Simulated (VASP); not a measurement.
# Al2O3 (R-3c) in VASP: further runs, part 2 of 2

VASP 6.6.1. The steps go on from the part before.

**4. Relaxation of shape and atoms at fixed volume, PBEsol (8.39 Å³/atom)**

INCAR reads:

```
SYSTEM = Al2O3
PREC     = Accurate       ! precision mode
ENCUT    = 600            ! plane-wave cutoff, eV
EDIFF    = 1E-6           ! SCF threshold, eV
ISMEAR   = 0              ! smearing method
SIGMA    = 0.01           ! smearing width, eV
LREAL    = .False.        ! projectors in reciprocal space
LASPH    = .True.         ! aspherical terms in the spheres
NELM     = 100            ! most SCF steps
ALGO     = Normal         ! electronic algorithm
ISIF     = 4              ! what is computed and relaxed
LWAVE    = .False.        ! write WAVECAR
LCHARG   = .False.        ! write CHGCAR
GGA      = PS             ! functional
IBRION   = 2              ! ionic algorithm
NSW      = 80             ! ionic steps
EDIFFG   = -0.001         ! ionic threshold
```

KPOINTS reads:

```
regular mesh
0
Gamma
  6 6 6
  0 0 0
```

POSCAR reads:

```
Al2O3
1.0
    2.3708768175      1.3688263688      4.3090870044
   -2.3708768175      1.3688263688      4.3090870044
    0.0000000000     -2.7376527376      4.3090870044
Al O
4 6
Direct
    0.3520791481      0.3520791481      0.3520791481
    0.1479208519      0.1479208519      0.1479208519
    0.6479208519      0.6479208519      0.6479208519
    0.8520791481      0.8520791481      0.8520791481
    0.5558606230      0.9441393770      0.2500000000
    0.2500000000      0.5558606230      0.9441393770
    0.9441393770      0.2500000000      0.5558606230
    0.4441393770      0.0558606230      0.7500000000
    0.7500000000      0.4441393770      0.0558606230
    0.0558606230      0.7500000000      0.4441393770
```

On the command line:

```bash
> cat potpaw_PBE.64/Al/POTCAR potpaw_PBE.64/O/POTCAR > POTCAR
> mpirun -np 1 vasp_std > vasp.out
```

Wall time 2.2 min (1 thread of AMD EPYC 9R45 (Zen 5), shared host); peak memory 0.26 GiB.

Results (log left out):

```yaml
Free_energy: -78.6521 eV
Energy_gained_by_relaxing: 0.0 meV/atom
Ionic_steps: 5
Pressure_after_relaxing: 4.9 GPa
Band_gap_on_the_k_mesh: 6.28 eV
```

Step by step:
| step | energy change (eV) | largest force (eV/Å) | pressure (GPa) | volume (Å³) |
| --- | --- | --- | --- | --- |
| 1 | 0.0000 | 0.0167 | 4.92 | 83.91 |
| 2 | -0.0001 | 0.0039 | 4.89 | 83.91 |
| 3 | -0.0001 | 0.0015 | 4.90 | 83.91 |
| 4 | -0.0001 | 0.0013 | 4.90 | 83.91 |
| 5 | -0.0001 | 0.0002 | 4.90 | 83.91 |

Final structure:
```
CELL_PARAMETERS angstrom
2.37165 1.36927 4.30629
-2.37165 1.36927 4.30629
0.00000 -2.73854 4.30629
ATOMIC_POSITIONS crystal
Al 0.35205 0.35205 0.35205
Al 0.14795 0.14795 0.14795
Al 0.64795 0.64795 0.64795
Al 0.85205 0.85205 0.85205
O 0.55600 0.94400 0.25000
O 0.25000 0.55600 0.94400
O 0.94400 0.25000 0.55600
O 0.44400 0.05600 0.75000
O 0.75000 0.44400 0.05600
O 0.05600 0.75000 0.44400
```

Levels at points of the mesh, in eV from the valence-band top:
```csv
k point,band 20,band 21,band 22,band 23,band 24,band 25,band 26,band 27,band 28,band 29
"(0.00, 0.00, 0.00)",-0.53,-0.53,-0.05,-0.05,0.00,6.28,9.05,10.85,11.52,11.52
"(0.50, 0.00, 0.00)",-1.35,-0.95,-0.95,-0.29,-0.29,9.44,9.44,9.70,9.70,11.65
"(0.50, 0.50, 0.00)",-1.33,-1.06,-0.95,-0.77,-0.27,9.49,9.79,9.93,10.41,11.14
"(0.50, 0.50, 0.50)",-2.07,-0.40,-0.40,-0.40,-0.40,8.68,8.68,11.06,11.06,12.58
```

Caveat: the PAW data sets were made with another functional, which shifts forces and pressure a little. A k mesh can miss the band edges.

**5. Relaxation of cell and atoms, PBEsol, target pressure 5 GPa, at which the enthalpy is minimised**

This run uses another cell than the first one, of 8.56 Å³/atom.

INCAR reads:

```
ALGO = Normal
EDIFF = 1E-6
EDIFFG = -0.001
ENCUT = 600
GGA = PS
IBRION = 2
ISIF = 3
ISMEAR = 0
LASPH = True
LCHARG = False
LREAL = False
LWAVE = False
NELM = 60
NSW = 80
PREC = Accurate
PSTRESS = 50.0
SIGMA = 0.01
```

KPOINTS reads:

```
k-points
0
Gamma
  6 6 6
```

Changes to POSCAR since step 4:

```diff
@@ -2,5 +2,5 @@
 1.0
-    2.3708768175      1.3688263688      4.3090870044
-   -2.3708768175      1.3688263688      4.3090870044
-    0.0000000000     -2.7376527376      4.3090870044
+    2.3868967414      1.3780754762      4.3382033404
+   -2.3868967414      1.3780754762      4.3382033404
+    0.0000000000     -2.7561509524      4.3382033404
 Al O
```

Potentials or basis: VASP PAW PBE potentials, release 64 (Al, O).

On the command line:

```bash
> cat potpaw_PBE.64/Al/POTCAR potpaw_PBE.64/O/POTCAR > POTCAR
> mpirun -np 1 vasp_std > vasp.out
```

OUTCAR:

```text
EDIFF = 1E-6
   EDIFFG = -0.001
   ENCUT = 600
   GGA = PS
   IBRION = 2
   ISIF = 3
   ISMEAR = 0
   LASPH = True
   LREAL = False
   NELM = 60
   NSW = 80
   PREC = Accurate
   PSTRESS = 50.0

 ion  position               nearest neighbor table
   1  0.352  0.352  0.352-  10 1.86   8 1.86   9 1.86   5 1.97   7 1.97   6 1.97   2 2.66   3 2.80
                             3 2.80   3 2.80   2 3.23   2 3.23   2 3.23
   2  0.148  0.148  0.148-   9 1.86   8 1.86  10 1.86   5 1.97   7 1.97   6 1.97   1 2.66   4 2.80
                             4 2.80   4 2.80   1 3.23   1 3.23   1 3.23
   3  0.648  0.648  0.648-   7 1.86   5 1.86   6 1.86   8 1.97   9 1.97  10 1.97   4 2.66   1 2.80
                             1 2.80   1 2.80   4 3.23   4 3.23   4 3.23
   4  0.852  0.852  0.852-   6 1.86   5 1.86   7 1.86   8 1.97   9 1.97  10 1.97   3 2.66   2 2.80
                             2 2.80   2 2.80   3 3.23   3 3.23   3 3.23
   5  0.556  0.944  0.250-   3 1.86   4 1.86   1 1.97   2 1.97
   6  0.250  0.556  0.944-   4 1.86   3 1.86   1 1.97   2 1.97
   7  0.944  0.250  0.556-   3 1.86   4 1.86   1 1.97   2 1.97
   8  0.444  0.056  0.750-   1 1.86   2 1.86   3 1.97   4 1.97
   9  0.750  0.444  0.056-   2 1.86   1 1.86   3 1.97   4 1.97
  10  0.056  0.750  0.444-   1 1.86   2 1.86   3 1.97   4 1.97

  LATTYP: Found a trigonal (rhomboedric) cell.
 ALAT       =     5.1396864004
 COS(alpha) =     0.5686557467

[... 203 lines left out ...]

  FORCE on cell =-STRESS in cart. coord.  units (eV):
  Direction    XX          YY          ZZ          XY          YZ          ZX
  --------------------------------------------------------------------------------------
  -------------------------------------------------------------------------------------
  Total       -0.1045095     -0.1045095     -0.1516320      0.0000000      0.0000000      0.0000000
  in kB       -1.9556828     -1.9556828     -2.8374854      0.0000000      0.0000000      0.0000000
  external PRESSURE =     -52.2496170 kB  Pullay stress =      50.0000000 kB
[... 355 lines left out ...]
--------------------------------------- Ionic step        9  -------------------------------------------

 number of electron      48.0000003 magnetization

 Free energy of the ion-electron system (eV)
  ---------------------------------------------------
  ext. energy  EPLUGINS =         0.00000000
  ---------------------------------------------------
  free energy    TOTEN  =       -78.65683464 eV

  energy without entropy =      -78.65683464  energy(sigma->0) =      -78.65683464

 E-fermi :   6.2450     XC(G=0): -12.0090

 val. band max:        6.1925427325   @ k =   0.0000   0.0000   0.0000
 cond. band min:      12.4825629999   @ k =   0.0000   0.0000   0.0000
 fundamental gap:      6.2900202674
 Fermi energy:         6.2450136330

 k-point     1 :       0.0000    0.0000    0.0000
  band No.  band energies     occupation
      1     -13.1271      2.00000
      2     -10.6864      2.00000
      3     -10.3998      2.00000
      4     -10.3998      2.00000
      5     -10.0679      2.00000
      6     -10.0679      2.00000
[... 781 lines left out ...]
     29      16.7418      0.00000
     30      17.3428      0.00000

 [... further k-points ...]
[... 5 lines left out ...]
  --------------------------------------------------------------------------------------
  -------------------------------------------------------------------------------------
  Total        2.6179625      2.6179625      2.6077427      0.0000000      0.0000000      0.0000000
  in kB       50.0133493     50.0133493     49.8181123      0.0000000      0.0000000      0.0000000
  external PRESSURE =      -0.0517297 kB  Pullay stress =      50.0000000 kB
[... 29 lines left out ...]
  energy  without entropy=      -78.6568346423  energy(sigma->0) =      -78.65683464

  enthalpy is  TOTEN    =       -76.0395709478 eV   P V=        2.6172636946

 reached required accuracy - stopping structural energy minimisation
```

CONTCAR:

```text
Al2O3
   1.00000000000000
     2.3712808279632887    1.3690596243743396    4.3055779462262533
    -2.3712808279632887    1.3690596243743396    4.3055779462262533
    -0.0000000000000000   -2.7381192487486792    4.3055779462262533
  Al              O
     4     6
Direct
     0.3520511670770574    0.3520511670770574    0.3520511670770574
     0.1479488329229428    0.1479488329229428    0.1479488329229428
     0.6479488329229428    0.6479488329229428    0.6479488329229428
     0.8520511670770572    0.8520511670770572    0.8520511670770572
     0.5560024625765223    0.9439975374234777    0.2500000000000000
     0.2500000000000000    0.5560024625765224    0.9439975374234776
     0.9439975374234776    0.2500000000000000    0.5560024625765224
     0.4439975374234776    0.0560024625765223    0.7500000000000000
     0.7500000000000000    0.4439975374234776    0.0560024625765223
     0.0560024625765223    0.7500000000000000    0.4439975374234776

  0.00000000E+00  0.00000000E+00  0.00000000E+00
  0.00000000E+00  0.00000000E+00  0.00000000E+00
  0.00000000E+00  0.00000000E+00  0.00000000E+00
  0.00000000E+00  0.00000000E+00  0.00000000E+00
  0.00000000E+00  0.00000000E+00  0.00000000E+00
  0.00000000E+00  0.00000000E+00  0.00000000E+00
  0.00000000E+00  0.00000000E+00  0.00000000E+00
  0.00000000E+00  0.00000000E+00  0.00000000E+00
  0.00000000E+00  0.00000000E+00  0.00000000E+00
  0.00000000E+00  0.00000000E+00  0.00000000E+00
```

It took 4 min on 1 thread of AMD EPYC 9R45 (Zen 5), shared host; peak memory 0.27 GiB.

Results:

```
Free energy                                                : -78.6568 eV
Relaxed volume                                             : 8.39 Å³/atom
Relaxed cell                                               : a = 5.102 Å, b = 5.102 Å, c = 5.102 Å, α = 55.39°, β = 55.39°, γ = 55.39°
Space group after relaxing (to 0.1 Å)                      : R-3c (No. 167)
Energy change on relaxing (the run minimises the enthalpy) : +2.6 meV/atom
Ionic steps                                                : 9
Pressure after relaxing                                    : 5.0 GPa
Band gap on the k mesh                                     : 6.29 eV
```

Step by step:
| step | energy change (eV) | largest force (eV/Å) | pressure (GPa) | volume (Å³) |
| --- | --- | --- | --- | --- |
| 1 | 0.0000 | 0.0062 | -0.22 | 85.62 |
| 2 | 0.1058 | 0.0489 | 10.52 | 82.21 |
| 3 | 0.0253 | 0.0205 | 4.99 | 83.88 |
| 4 | 0.0264 | 0.0212 | 5.09 | 83.84 |
| 5 | 0.0266 | 0.0017 | 5.10 | 83.83 |
| 6 | 0.0266 | 0.0008 | 5.10 | 83.83 |
| 7 | 0.0266 | 0.0015 | 5.10 | 83.83 |
| 8 | 0.0249 | 0.0004 | 4.93 | 83.89 |
| 9 | 0.0256 | 0.0004 | 4.99 | 83.87 |

Final structure:
```
Al O
1.0
     2.37128    1.36906    4.30558
    -2.37128    1.36906    4.30558
     0.00000   -2.73812    4.30558
Al O
4 6
Direct
  0.35205 0.35205 0.35205
  0.14795 0.14795 0.14795
  0.64795 0.64795 0.64795
  0.85205 0.85205 0.85205
  0.55600 0.94400 0.25000
  0.25000 0.55600 0.94400
  0.94400 0.25000 0.55600
  0.44400 0.05600 0.75000
  0.75000 0.44400 0.05600
  0.05600 0.75000 0.44400
```

Levels at points of the mesh, in eV from the valence-band top:
```
           k point  band 21  band 22  band 23  band 24  band 25  band 26  band 27  band 28
(0.00, 0.00, 0.00)    -0.53    -0.05    -0.05     0.00     6.29     9.05    10.85    11.53
(0.50, 0.00, 0.00)    -0.95    -0.95    -0.29    -0.29     9.45     9.45     9.71     9.71
(0.50, 0.50, 0.00)    -1.06    -0.95    -0.77    -0.27     9.49     9.80     9.93    10.42
(0.50, 0.50, 0.50)    -0.40    -0.40    -0.40    -0.40     8.69     8.69    11.07    11.07
```

Caveat: the cell is relaxed towards a set pressure, so the run minimises the enthalpy, not the energy; the PAW data sets were made with another functional, which shifts forces and pressure a little. A k mesh can miss the band edges.

**6. Summary**

| task | cell | cutoff (eV) | gap on the mesh (eV) | pressure (GPa) |
| --- | --- | --- | --- | --- |
| single point | a = 5.104 Å, angles 55.4°, 10 atoms | 520 | 6.28 | 5.1 |
| relaxation of shape and atoms at fixed volume | relaxed from a = 5.105 Å, angles 55.3°, 10 atoms | 600 | 6.28 | 4.9 |
| relaxation of cell and atoms | relaxed to 5 GPa from a = 5.140 Å, angles 55.3°, 10 atoms | 600 | 6.29 | 5.0 |

Alike in all rows: level PBEsol; potentials or basis VASP PAW PBE potentials, release 64 (Al, O); no spin polarisation; k mesh 6 × 6 × 6; smearing gaussian 0.01 eV.

Caveats: the PAW data sets were made with another functional, which shifts forces and pressure a little; the cell stands under pressure (at least some runs); the cell is relaxed towards a set pressure, so the run minimises the enthalpy, not the energy (at least some runs).

Total energies depend on the potentials used, so only differences within one code and one set of settings carry meaning.
